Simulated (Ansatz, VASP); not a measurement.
**SnS2 in VASP and in Ansatz**

```
Sn S
1.0
     3.58441    0.00000    0.00000
    -1.79221    3.10419    0.00000
     0.00000    0.00000    6.04808
Sn S
1 2
Direct
  0.00000 0.00000 0.00000
  0.33333 0.66667 0.25000
  0.66667 0.33333 0.75000
```

Alike in both runs: task single point; functional revPBE; k mesh 6 × 6 × 3; occupations fermi-dirac, width 0.02 eV; no spin polarisation.

|  | VASP | Ansatz |
| --- | --- | --- |
| version | VASP 6.6.1 | Ansatz 0.2.0 |
| potentials or method | VASP PAW PBE potentials, release 64 (Sn_d, S), cutoff 500 eV | plane waves, PAW |
| valence electrons in the cell | 26 | 26 |

|  | VASP | Ansatz | Ansatz less VASP |
| --- | --- | --- | --- |
| pressure (GPa) | 5.9 | 6.1 | +0.13 |
| traceless stress, the component that is largest in VASP (GPa) | -2.73 | -2.76 | -0.026 |

VASP's potentials were made for PBE, not for revPBE. Ansatz's warnings: structure snapped to symmetry.
